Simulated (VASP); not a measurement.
Ti3Al, 4 atoms in the cell. Symmetry: Pm, No. 6, monoclinic system. Conventional cell: a = 2.930 Å, b = 9.232 Å, c = 2.930 Å, α = 90.00°, β = 120.00°, γ = 90.00°. Within 3.5 Å of Ti (site symmetry m) lie 12 Ti at 2.68 to 2.98 Å. Within 3.5 Å of Ti (site symmetry 1) lie 9 Ti at 2.68 to 2.98 Å and 3 Al at 2.84 to 2.92 Å. Al (site symmetry m) has 6 Ti at 2.84 to 2.92 Å and 6 Al at 2.93 Å within 3.7 Å.  This cell differs from its parent crystal: atoms displaced along several vibrational modes.

| Quantity | Value |
| --- | --- |
| Program | VASP 6.6.1 |
| Task | single point |
| Functional | PBE |
| Potentials or basis | VASP PAW PBE potentials, release 64 (Ti_sv, Al) |
| Cutoff | 520 eV |
| k mesh | 15 × 15 × 6 |
| Occupations | gaussian, width 0.15 eV |
| Spin | no spin polarisation |
| Dipole correction | no |
| Further INCAR settings | ALGO = Fast; EDIFF = 1e-07; NBANDS = 28 |

Potentials or basis: VASP PAW PBE potentials, release 64 (Ti_sv, Al).

Run with:

```bash
$ cat potpaw_PBE.64/Ti_sv/POTCAR potpaw_PBE.64/Al/POTCAR > POTCAR
$ mpirun -np 1 vasp_std > vasp.out
```

Hardware: 1 thread of Intel(R) Xeon(R) 6975P-C (Granite Rapids), with other jobs on the host.

Problem. Estimate the wall time of this run.

Solution. Run time: 26 min on 1 thread of Intel(R) Xeon(R) 6975P-C (Granite Rapids), with other jobs on the host, peak memory 0.76 GiB. Counts: scf iterations 57, k points 452.
